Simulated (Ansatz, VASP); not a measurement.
# One calculation of BP, two programs

File POSCAR:

```
BP
1.0
    0.0000000000      2.2742142707      2.2742142707
    2.2742142707      0.0000000000      2.2742142707
    2.2742142707      2.2742142707      0.0000000000
B P
1 1
Direct
    0.0000000000      0.0000000000      0.0000000000
    0.2500000000      0.2500000000      0.2500000000
```

Contents of INCAR.step1:

```
SYSTEM = BP
PREC = Accurate ; ENCUT = 550
ISMEAR = 0 ; SIGMA = 0.02
LREAL = .False. ; LASPH = .True.
NELM = 120 ; NBANDS = 11
GGA = PE ; ALGO = Normal
EDIFF = 1E-5 ; LWAVE = .True.
LCHARG = .False. ; GGA_COMPAT = .False.
```

The input INCAR.step2:

```
SYSTEM = BP
PREC = Accurate ; ENCUT = 550
EDIFF = 1E-6 ; ISMEAR = 0
SIGMA = 0.02 ; LREAL = .False.
LASPH = .True. ; NELM = 120
ALGO = Normal ; ISIF = 2
LWAVE = .False. ; LCHARG = .False.
METAGGA = R2SCAN ; LMIXTAU = .True.
NBANDS = 11 ; ISTART = 1
GGA_COMPAT = .False.
```

Contents of KPOINTS:

```
Automatic mesh
0
Gamma
  10 10 10
  0 0 0
```

Input for Ansatz:

```yaml
crystal:
  lattice:
    - [0.0, 2.2742142707, 2.2742142707]
    - [2.2742142707, 0.0, 2.2742142707]
    - [2.2742142707, 2.2742142707, 0.0]
  atoms:
    - { symbol: B, position: [0.0, 0.0, 0.0] }
    - { symbol: P, position: [0.25, 0.25, 0.25] }
basis:
  ecutwfc: 500
kpoints:
  mp_grid: { grid: [10, 10, 10] }
  band_path:
    path:
      - [[0.0, 0.0, 0.0], [-0.5, -0.5, 0.0], [-0.375, -0.375, 0.25]]
      - [[-0.375, 0.0, 0.375], [0.0, 0.0, 0.0], [0.0, 0.0, 0.5], [-0.5, -0.25, 0.25], [-0.5, -0.5, 0.0]]
    npoints: 10
hamiltonian:
  xc: r2scan
scf:
  occupations: { method: gaussian, width: 0.02 }
  n_extra_bands: 7
output:
  forces: true
  stress: true
  eigenvalues: true
```

Alike in both runs: task single point; functional r2SCAN; k mesh 10 × 10 × 10; occupations gaussian, width 0.02 eV; no spin polarisation.

|  | VASP | Ansatz |
| --- | --- | --- |
| version | VASP 6.6.1 | Ansatz 0.2.0 |
| potentials or method | VASP PAW PBE potentials, release 64 (B, P), cutoff 550 eV | scalar-relativistic, plane waves, PAW |
| valence electrons in the cell | 8 | 8 |

|  | VASP | Ansatz | Ansatz less VASP |
| --- | --- | --- | --- |
| gap on the k mesh at the Fermi level (eV) | 1.46 | 1.43 | -0.031 |
| least direct gap on the mesh (eV) | 3.63 | 3.59 | -0.040 |
| pressure (GPa) | -1.8 | -1.3 | +0.51 |

VASP's potentials were made for PBE, not for r2SCAN.
